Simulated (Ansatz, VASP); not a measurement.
## Mg: VASP beside Ansatz

Contents of INCAR:

```
SYSTEM = Mg
PREC = Accurate
ENCUT = 600
EDIFF = 1E-6
ISMEAR = 0
SIGMA = 0.1
LREAL = .False.
LASPH = .True.
NELM = 120
ALGO = Normal
ISIF = 2
LWAVE = .False.
LCHARG = .False.
GGA = PE
NBANDS = 7
GGA_COMPAT = .False.
```

The input KPOINTS:

```
Automatic mesh
0
Gamma
  14 14 14
  0 0 0
```

The input POSCAR:

```
Mg
1.0
    0.0000000000      2.2442560000      2.2442560000
    2.2442560000      0.0000000000      2.2442560000
    2.2442560000      2.2442560000      0.0000000000
Mg
1
Direct
    0.0200511885      0.0200511885     -0.0200511885
```

Input for Ansatz:

```yaml
crystal:
  lattice:
    - [0.0, 2.244256, 2.244256]
    - [2.244256, 0.0, 2.244256]
    - [2.244256, 2.244256, 0.0]
  atoms:
    - { symbol: Mg, position: [0.0200511885, 0.0200511885, -0.0200511885] }
basis:
  ecutwfc: 420
kpoints:
  mp_grid: { grid: [14, 14, 14] }
hamiltonian:
  xc: pbe
scf:
  occupations: { method: gaussian, width: 0.1 }
output:
  forces: true
  stress: true
  eigenvalues: true
```

Change from the starting cell: one atom moved.

Alike in both runs: task single point; functional PBE; k mesh 14 × 14 × 14; occupations gaussian, width 0.1 eV; no spin polarisation.

|  | VASP | Ansatz |
| --- | --- | --- |
| version | VASP 6.6.1 | Ansatz 0.2.0 |
| potentials or method | VASP PAW PBE potentials, release 64 (Mg), cutoff 600 eV | scalar-relativistic, plane waves, PAW |
| valence electrons in the cell | 2 | 10 |

Ansatz gave:

```
gap on the k mesh at the Fermi level (eV) : none
pressure (GPa)                            : 0.9
```

Question: What did VASP give for the same quantities?

Answer: gap on the k mesh at the Fermi level (eV): none; pressure (GPa): 0.8.

A gap of «none» marks a metal or a gap that the smearing closes. VASP's potentials hold 2 valence electrons a cell and Ansatz's 10, so a difference there can come from the potentials and not from the codes.
